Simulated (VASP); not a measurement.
# HfC (P6_3/mmc) in VASP: further runs

HfC is run at these levels: r2SCAN; tasks: single point.

Everything below comes from runs of VASP 6.6.1. Logs are shortened: lines on timing, memory, paths and dates and some standing lists are left out, and cuts for length are marked.

**1. The cell of the first run**

Symmetry: P6_3/mmc, No. 194, hexagonal system. The conventional cell has a = 3.343 Å, b = 3.343 Å, c = 5.203 Å, α = 90.00°, β = 90.00°, γ = 120.00°. Hf (site symmetry -6m2) has 6 C at 2.33 Å within 3.1 Å. Within 3.1 Å of C (site symmetry -3m) lie 6 Hf at 2.33 Å and 2 C at 2.60 Å.

**2. Single point, r2SCAN**

Input file POSCAR:

```
HfC
1.0
    3.3428660000      0.0000000000      0.0000000000
   -1.6714330000      2.8950070000      0.0000000000
    0.0000000000      0.0000000000      5.2027140000
Hf C
2 2
Direct
    0.6666666667      0.3333333333      0.7500000000
    0.3333333333      0.6666666667      0.2500000000
    0.0000000000      0.0000000000      0.0000000000
    0.0000000000      0.0000000000      0.5000000000
```

Input file INCAR.step1:

```
SYSTEM = HfC
PREC = Accurate
ENCUT = 520
ISMEAR = -1
SIGMA = 0.1
LREAL = .FALSE.
LASPH = .TRUE.
NELM = 80
NBANDS = 22
GGA = PE
ALGO = Normal
EDIFF = 1E-4
LWAVE = .TRUE.
LCHARG = .FALSE.
```

Input file INCAR.step2:

```
SYSTEM = HfC
PREC = Accurate
ENCUT = 520
EDIFF = 1E-7
ISMEAR = -1
SIGMA = 0.1
LREAL = .FALSE.
LASPH = .TRUE.
NELM = 80
ALGO = Normal
ISIF = 2
LWAVE = .FALSE.
LCHARG = .FALSE.
METAGGA = R2SCAN
LMIXTAU = .TRUE.
NBANDS = 22
ISTART = 1
```

Input file KPOINTS:

```
regular mesh
0
G
  8 8 5
  0 0 0
```

Potentials or basis: VASP PAW PBE potentials, release 64 (Hf_pv, C).

The run is started by

```console
cat potpaw_PBE.64/Hf_pv/POTCAR potpaw_PBE.64/C/POTCAR > POTCAR
cp INCAR.step1 INCAR
mpirun -np 1 vasp_std > vasp.out
cp INCAR.step2 INCAR
mpirun -np 1 vasp_std > vasp.out
```

OUTCAR:

```text
SYSTEM = HfC
   PREC = Accurate
   ENCUT = 520
   EDIFF = 1E-7
   ISMEAR = -1
   LREAL = .FALSE.
   LASPH = .TRUE.
   NELM = 80
   ISIF = 2
   METAGGA = R2SCAN
   ISTART = 1

 ion  position               nearest neighbor table
   1  0.667  0.333  0.750-   3 2.33   4 2.33   3 2.33   4 2.33   3 2.33   4 2.33   2 3.24   2 3.24
                             2 3.24   2 3.24   2 3.24   2 3.24
   2  0.333  0.667  0.250-   3 2.33   4 2.33   3 2.33   4 2.33   3 2.33   4 2.33   1 3.24   1 3.24
                             1 3.24   1 3.24   1 3.24   1 3.24
   3  0.000  0.000  0.000-   1 2.33   2 2.33   1 2.33   2 2.33   1 2.33   2 2.33
   4  0.000  0.000  0.500-   1 2.33   2 2.33   1 2.33   2 2.33   1 2.33   2 2.33

  LATTYP: Found a hexagonal cell.
 ALAT       =     3.3428660000
 C/A-ratio  =     1.5563633122

  Lattice vectors:

 A1 = (   3.3428660000,   0.0000000000,   0.0000000000)
 A2 = (  -1.6714330000,   2.8950070000,   0.0000000000)
 A3 = (   0.0000000000,   0.0000000000,   5.2027140000)

Analysis of symmetry for initial positions (statically):
=====================================================================
 Subroutine PRICEL returns:
 Original cell was already a primitive cell.

 Routine SETGRP: Setting up the symmetry group for a
 hexagonal supercell.

 Subroutine GETGRP returns: Found 24 space group operations
 (whereof 12 operations were pure point group operations)
 out of a pool of 24 trial point group operations.

The static configuration has the point symmetry D_3d.
 The point group associated with its full space group is D_6h.

Analysis of symmetry for dynamics (positions and initial velocities):
=====================================================================
 Subroutine PRICEL returns:
 Original cell was already a primitive cell.

 Routine SETGRP: Setting up the symmetry group for a
 hexagonal supercell.

 Subroutine GETGRP returns: Found 24 space group operations
 (whereof 12 operations were pure point group operations)
 out of a pool of 24 trial point group operations.

The dynamic configuration has the point symmetry D_3d.
 The point group associated with its full space group is D_6h.

 Subroutine INISYM returns: Found 24 space group operations
 (whereof 12 operations are pure point group operations),
 and found     1 'primitive' translations

----------------------------------------------------------------------------------------
[... 96 lines left out ...]
   NELM   =     80;   NELMIN=  2; NELMDL=  0     # of ELM steps
   EDIFF  = 0.1E-06   stopping-criterion for ELM
   LREAL  =      F    real-space projection
   EDIFFG = 0.1E-05   stopping-criterion for IOM
   NSW    =      0    number of steps for IOM
   IBRION =     -1    ionic relax: 0-MD 1-quasi-New 2-CG
   NFREE  =      0    steps in history (QN), initial steepest desc. (CG)
   ISIF   =      2    stress and relaxation
   ISYM   =      2    0-nonsym 1-usesym 2-fastsym
   POTIM  = 0.5000    time-step for ionic-motion
   TEBEG  =    0.0;   TEEND  =   0.0 temperature during run
   PSTRESS=    0.0 pullay stress
   NELECT =      28.0000    total number of electrons
   NUPDOWN=      -1.0000    fix difference up-down
   EMIN   =  10.00;   EMAX   =-10.00  energy-range for DOS
   EFERMI =   0.00;   METHOD = LEGACY
   ISMEAR =    -1;   SIGMA  =   0.10  broadening in eV -4-tet -1-fermi 0-gaus
   EFERMI_NEDOS =   21; number of points for ismear=-14 and -15
   IALGO  =     38    algorithm
   IMIX   =      4    mixing-type and parameters
     AMIX     =   0.40;   BMIX     =  1.00
     AMIX_MAG =   1.60;   BMIX_MAG =  1.00
  volume/ion in A,a.u.               =      12.59        84.94
  Fermi-wavevector in a.u.,A,eV,Ry     =   1.346257  2.544057 24.659309  1.812408
  Thomas-Fermi vector in A             =   2.474104
   LORBIT       =      0    0 simple, 1 ext, 2 COOP (PROOUT), +10 PAW based schemes
   METAGGA = R2SCAN    functional components
   LHFCALC =     F    Hartree Fock is set to
   AEXX    =    0.0000 exact exchange contribution
   IVDW    =     0    specifies the selected vdW correction
   LEPSILON=     F    determine dielectric tensor
   LRPA    =     F    only Hartree local field effects (RPA)
 non-spin polarized calculation
  energy-cutoff  :      520.00
  volume of cell :       50.35
 maximum number of plane-waves:      1375
 NGX is ok and might be reduce to    28
   NGX = 13   NGY = 13   NGZ = 19

 number of electron      28.0000002 magnetization

 Free energy of the ion-electron system (eV)
  ---------------------------------------------------
  ext. energy  EPLUGINS =         0.00000000
  ---------------------------------------------------
  free energy    TOTEN  =      -113.71537622 eV

  energy without entropy =     -113.69074851  energy(sigma->0) =     -113.70306236

 E-fermi :   6.4202     XC(G=0): -13.1360

 val. band max:        6.3742226463   @ k =   0.0000   0.0000   0.2000
 cond. band min:       6.6350911109   @ k =   0.3750   0.2500   0.0000
 fundamental gap:      0.2608684646
 Fermi energy:         6.4201936697

 k-point     1 :       0.0000    0.0000    0.0000
  band No.  band energies     occupation
      1     -25.4506      2.00000
      2     -24.8674      2.00000
      3     -24.8674      2.00000
      4     -24.7804      2.00000
      5     -24.7804      2.00000
      6     -24.7001      2.00000
[... 589 lines left out ...]
     21      13.8354      0.00000
     22      14.1113      0.00000

 [... further k-points ...]

------------------------ aborting loop because EDIFF is reached ----------------------------------------

  FORCE on cell =-STRESS in cart. coord.  units (eV):
  Direction    XX          YY          ZZ          XY          YZ          ZX
  --------------------------------------------------------------------------------------
  -------------------------------------------------------------------------------------
  Total       -1.8177813     -1.8177814      0.0472194      0.0000000      0.0000000      0.0000000
  in kB      -57.8433806    -57.8433855      1.5025612      0.0000000      0.0000000      0.0000000
  external PRESSURE =     -38.0614016 kB  Pullay stress =       0.0000000 kB

 VOLUME and BASIS-vectors are now :
 -----------------------------------------------------------------------------
  energy-cutoff  :      520.00
  volume of cell :       50.35
      direct lattice vectors                 reciprocal lattice vectors
     3.342866000  0.000000000  0.000000000     0.299144507  0.172711154  0.000000000
    -1.671433000  2.895007000  0.000000000     0.000000000  0.345422308  0.000000000
     0.000000000  0.000000000  5.202714000     0.000000000  0.000000000  0.192207375

 POSITION                                       TOTAL-FORCE (eV/Angst)
 -----------------------------------------------------------------------------------
      1.67143      0.96500      3.90204        -0.000000      0.000000      0.000000
     -0.00000      1.93000      1.30068         0.000000     -0.000000     -0.000000
      0.00000      0.00000      0.00000        -0.000000      0.000000      0.000000
      0.00000      0.00000      2.60136        -0.000000      0.000000      0.000000
 -----------------------------------------------------------------------------------
    total drift:                               -0.000000      0.000000     -0.000000

  FREE ENERGIE OF THE ION-ELECTRON SYSTEM (eV)
  ---------------------------------------------------
  free  energy   TOTEN  =      -113.7153762179 eV

  energy  without entropy=     -113.6907485071  energy(sigma->0) =     -113.70306236
```

OUTCAR.step1:

```text
SYSTEM = HfC
   PREC = Accurate
   ENCUT = 520
   ISMEAR = -1
   LREAL = .FALSE.
   LASPH = .TRUE.
   NELM = 80
[... 832 lines left out ...]
     -0.00000      1.93000      1.30068         0.000000     -0.000000      0.000000
      0.00000      0.00000      0.00000         0.000000      0.000000      0.000000
      0.00000      0.00000      2.60136         0.000000      0.000000      0.000000
 -----------------------------------------------------------------------------------
    total drift:                               -0.000000      0.000000     -0.000000

  FREE ENERGIE OF THE ION-ELECTRON SYSTEM (eV)
  ---------------------------------------------------
  free  energy   TOTEN  =       -41.2933822491 eV

  energy  without entropy=      -41.2678254360  energy(sigma->0) =      -41.28060384
```

OSZICAR.step1:

```text
N       E                     dE             d eps       ncg     rms          rms(c)
DAV:   1     0.858072668000E+02    0.85807E+02   -0.15401E+04  1320   0.125E+03
DAV:   2    -0.420847653079E+02   -0.12789E+03   -0.12164E+03  1708   0.286E+02
DAV:   3    -0.472364761881E+02   -0.51517E+01   -0.50975E+01  1682   0.418E+01
DAV:   4    -0.472908048667E+02   -0.54329E-01   -0.54250E-01  1656   0.466E+00
DAV:   5    -0.472914897206E+02   -0.68485E-03   -0.68476E-03  1758   0.446E-01    0.748E+01
DAV:   6    -0.416078102837E+02    0.56837E+01   -0.46844E+01  1578   0.237E+01    0.560E+01
DAV:   7    -0.413529621785E+02    0.25485E+00   -0.33200E+00  1520   0.835E+00    0.275E+01
DAV:   8    -0.413155978155E+02    0.37364E-01   -0.18859E-01  1630   0.281E+00    0.551E+00
DAV:   9    -0.412969912409E+02    0.18607E-01   -0.19281E-01  1522   0.161E+00    0.367E+00
DAV:  10    -0.412941211655E+02    0.28701E-02   -0.80591E-03  1670   0.496E-01    0.888E-01
DAV:  11    -0.412933959056E+02    0.72526E-03   -0.33542E-03  1606   0.238E-01    0.320E-01
DAV:  12    -0.412933822491E+02    0.13656E-04   -0.16766E-04  1224   0.591E-02
   1 F= -.41293382E+02 E0= -.41280604E+02  d E =-.255568E-01
```

Wall time 76 s (1 thread of Intel Xeon 6975P-C (Granite Rapids), shared host); peak memory 0.19 GiB.

What came out:

```
Free energy            : -113.7154 eV
Pressure               : -3.8 GPa
Band gap on the k mesh : zero (band 14 reaches 7.66 eV, above the bottom of band 15 at 6.30 eV)
```

Stress tensor (GPa, compression positive):
```
-5.78  0.00  0.00
 0.00 -5.78  0.00
 0.00  0.00  0.15
```

Levels at points of the mesh, in eV from the Fermi level:
```csv
k point,band 12,band 13,band 14,band 15,band 16,band 17
"(0.00, 0.00, 0.00)",-1.39,-1.39,1.24,1.61,1.61,2.06
"(0.50, 0.00, 0.00)",-3.56,-1.79,-1.35,1.51,4.56,4.94
```

Caveat: the PAW data sets were made with another functional, which shifts forces and pressure a little; spin-orbit coupling is left out, which moves the levels of the heavy elements.

**3. Single point, r2SCAN**

This run uses another cell than the first one, of 12.92 Å³/atom, 1.027 times its volume.

Input file POSCAR:

```
HfC
1.0
    3.3723200815      0.0000000000      0.0000000000
   -1.6861600408      2.9205149839      0.0000000000
    0.0000000000      0.0000000000      5.2485552519
Hf C
2 2
Direct
    0.6666666667      0.3333333333      0.7500000000
    0.3333333333      0.6666666667      0.2500000000
    0.0000000000      0.0000000000      0.0000000000
    0.0000000000      0.0000000000      0.5000000000
```

Input file INCAR.step1:

```
PREC = Accurate
ENCUT = 520
ISMEAR = -1
SIGMA = 0.1
LREAL = F
LASPH = T
NELM = 100
NBANDS = 22
GGA = PE
ALGO = Normal
EDIFF = 1E-4
LWAVE = T
LCHARG = F
```

Input file INCAR.step2:

```
PREC = Accurate
ENCUT = 520
EDIFF = 1E-7
ISMEAR = -1
SIGMA = 0.1
LREAL = F
LASPH = T
NELM = 100
ALGO = Normal
ISIF = 2
LWAVE = F
LCHARG = T
METAGGA = R2SCAN
LMIXTAU = T
LELF = T
LVHAR = T
NBANDS = 22
ISTART = 1
```

Input file KPOINTS:

```
Automatic mesh
0
Gamma
  8 8 5
```

Potentials or basis: VASP PAW PBE potentials, release 64 (Hf_pv, C).

The run is started by

```console
cat potpaw_PBE.64/Hf_pv/POTCAR potpaw_PBE.64/C/POTCAR > POTCAR
cp INCAR.step1 INCAR
mpirun -np 1 vasp_std > vasp.out
cp INCAR.step2 INCAR
mpirun -np 1 vasp_std > vasp.out
```

It took 76 s on 1 thread of Intel Xeon 6975P-C (Granite Rapids), shared host; peak memory 0.19 GiB.

Results (log left out):

```yaml
Free_energy: -113.6591 eV
Pressure: -9.6 GPa
Band_gap_on_the_k_mesh: zero (band 14 reaches 7.44 eV, above the bottom of band 15 at 6.11 eV)
```

Stress tensor (GPa, compression positive):
```
-11.70   0.00   0.00
  0.00 -11.70   0.00
  0.00   0.00  -5.49
```

Levels at points of the mesh, in eV from the Fermi level:
| k point | band 11 | band 12 | band 13 | band 14 | band 15 | band 16 | band 17 | band 18 |
| --- | --- | --- | --- | --- | --- | --- | --- | --- |
| (0.00, 0.00, 0.00) | -3.25 | -1.37 | -1.37 | 1.21 | 1.57 | 1.57 | 2.00 | 2.00 |
| (0.50, 0.00, 0.00) | -3.62 | -3.54 | -1.76 | -1.38 | 1.45 | 4.43 | 4.77 | 4.93 |

Caveat: the PAW data sets were made with another functional, which shifts forces and pressure a little; spin-orbit coupling is left out, which moves the levels of the heavy elements.

**4. Single point, r2SCAN**

This run uses another cell than the first one, of 13.26 Å³/atom, 1.053 times its volume.

Input file POSCAR:

```
HfC
1.0
    3.4012684509      0.0000000000      0.0000000000
   -1.7006342255      2.9455850083      0.0000000000
    0.0000000000      0.0000000000      5.2936094320
Hf C
2 2
Direct
    0.6666666667      0.3333333333      0.7500000000
    0.3333333333      0.6666666667      0.2500000000
    0.0000000000      0.0000000000      0.0000000000
    0.0000000000      0.0000000000      0.5000000000
```

Input file INCAR.step1:

```
PREC     = Accurate       # precision mode
ENCUT    = 520            # plane-wave cutoff, eV
ISMEAR   = -1             # smearing method
SIGMA    = 0.1            # smearing width, eV
LREAL    = F              # projectors in reciprocal space
LASPH    = T              # aspherical terms in the spheres
NELM     = 80             # most SCF steps
NBANDS   = 22             # bands
GGA      = PE             # functional
ALGO     = Normal         # electronic algorithm
EDIFF    = 1E-4           # SCF threshold, eV
LWAVE    = T              # write WAVECAR
LCHARG   = F              # write CHGCAR
```

Input file INCAR.step2:

```
PREC     = Accurate       # precision mode
ENCUT    = 520            # plane-wave cutoff, eV
EDIFF    = 1E-7           # SCF threshold, eV
ISMEAR   = -1             # smearing method
SIGMA    = 0.1            # smearing width, eV
LREAL    = F              # projectors in reciprocal space
LASPH    = T              # aspherical terms in the spheres
NELM     = 80             # most SCF steps
ALGO     = Normal         # electronic algorithm
ISIF     = 2              # what is computed and relaxed
LWAVE    = F              # write WAVECAR
LCHARG   = T              # write CHGCAR
METAGGA  = R2SCAN         # meta-GGA
LMIXTAU  = T            
LELF     = T              # ELF
LVHAR    = T            
NBANDS   = 22             # bands
ISTART   = 1
```

Input file KPOINTS:

```
regular mesh
0
Gamma
  8 8 5
```

The run is started by

```console
cat potpaw_PBE.64/Hf_pv/POTCAR potpaw_PBE.64/C/POTCAR > POTCAR
cp INCAR.step1 INCAR
mpirun -np 1 vasp_std > vasp.out
cp INCAR.step2 INCAR
mpirun -np 1 vasp_std > vasp.out
```

Run time: 73 s. Hardware: 1 thread of Intel Xeon 6975P-C (Granite Rapids), shared host; peak memory 0.19 GiB.

Results (log left out):

```
Free energy            : -113.5573 eV
Pressure               : -14.7 GPa
Band gap on the k mesh : zero (band 14 reaches 7.23 eV, above the bottom of band 15 at 5.92 eV)
```

Stress tensor (GPa, compression positive):
```
-16.86   0.00   0.00
  0.00 -16.86   0.00
  0.00   0.00 -10.40
```

Levels at points of the mesh, in eV from the Fermi level:
```csv
k point,band 12,band 13,band 14,band 15,band 16,band 17
"(0.00, 0.00, 0.00)",-1.34,-1.34,1.18,1.54,1.54,1.94
"(0.50, 0.00, 0.00)",-3.51,-1.72,-1.40,1.39,4.29,4.60
```

Caveat: the PAW data sets were made with another functional, which shifts forces and pressure a little; spin-orbit coupling is left out, which moves the levels of the heavy elements.

[end of part 1 of 2]
